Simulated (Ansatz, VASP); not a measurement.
## Two plane-wave programs on K4SBr2

File INCAR:

```
PREC = Accurate
ENCUT = 520
EDIFF = 1E-6
ISMEAR = 0
SIGMA = 0.1
LREAL = F
LASPH = T
NELM = 60
ALGO = Normal
ISIF = 2
LWAVE = F
LCHARG = F
GGA = PE
NBANDS = 37
```

Contents of KPOINTS:

```
Automatic mesh
0
Gamma
  4 4 4
```

The input POSCAR:

```
K4SBr2
1.0
   -3.0457015600      3.0457015600      9.1328449400
    3.0457015600     -3.0457015600      9.1328449400
    3.0457015600      3.0457015600     -9.1328449400
K S Br
4 1 2
Direct
    0.8315713100      0.8315713100      0.0000000000
    0.0000000000      0.5000000000      0.5000000000
    0.5000000000      0.0000000000      0.5000000000
    0.1684286900      0.1684286900      0.0000000000
    0.0000000000      0.0000000000      0.0000000000
    0.3393449400      0.3393449400      0.0000000000
    0.6606550600      0.6606550600      0.0000000000
```

Input for Ansatz:

```yaml
crystal:
  lattice:
    - [-3.04570156, 3.04570156, 9.13284494]
    - [3.04570156, -3.04570156, 9.13284494]
    - [3.04570156, 3.04570156, -9.13284494]
  atoms:
    - { symbol: K, position: [0.83157131, 0.83157131, 0.0] }
    - { symbol: K, position: [0.0, 0.5, 0.5] }
    - { symbol: K, position: [0.5, 0.0, 0.5] }
    - { symbol: K, position: [0.16842869, 0.16842869, 0.0] }
    - { symbol: S, position: [0.0, 0.0, 0.0] }
    - { symbol: Br, position: [0.33934494, 0.33934494, 0.0] }
    - { symbol: Br, position: [0.66065506, 0.66065506, 0.0] }
basis:
  ecutwfc: 420
kpoints:
  mp_grid: { grid: [4, 4, 4] }
hamiltonian:
  xc: pbe
scf:
  occupations: { method: gaussian, width: 0.1 }
  lower_state_search: "off"
output:
  forces: true
  stress: true
  eigenvalues: true
```

Alike in both runs: task single point; functional PBE; k mesh 4 × 4 × 4; occupations gaussian, width 0.1 eV; no spin polarisation.

|  | VASP | Ansatz |
| --- | --- | --- |
| version | VASP 6.6.1 | Ansatz 0.2.0 |
| potentials or method | VASP PAW PBE potentials, release 64 (K_sv, S, Br), cutoff 520 eV | scalar-relativistic, plane waves, PAW |
| valence electrons in the cell | 56 | 56 |

Ansatz gave:

```
gap on the k mesh at the Fermi level (eV)                     : 1.80
least direct gap on the mesh (eV)                             : 1.80
pressure (GPa)                                                : -0.7
traceless stress, the component that is largest in VASP (GPa) : 0.23
rms of the force components (eV/Å)                            : 0.101
```

Problem. What did VASP give for the same quantities?

Solution. gap on the k mesh at the Fermi level (eV): 1.79; least direct gap on the mesh (eV): 1.79; pressure (GPa): -0.6; traceless stress, the component that is largest in VASP (GPa): 0.24; rms of the force components (eV/Å): 0.103.

Atom by atom the forces differ by 0.002 eV/Å (rms over components). With one functional, cell and mesh, what is left measures potentials, basis and numerics.
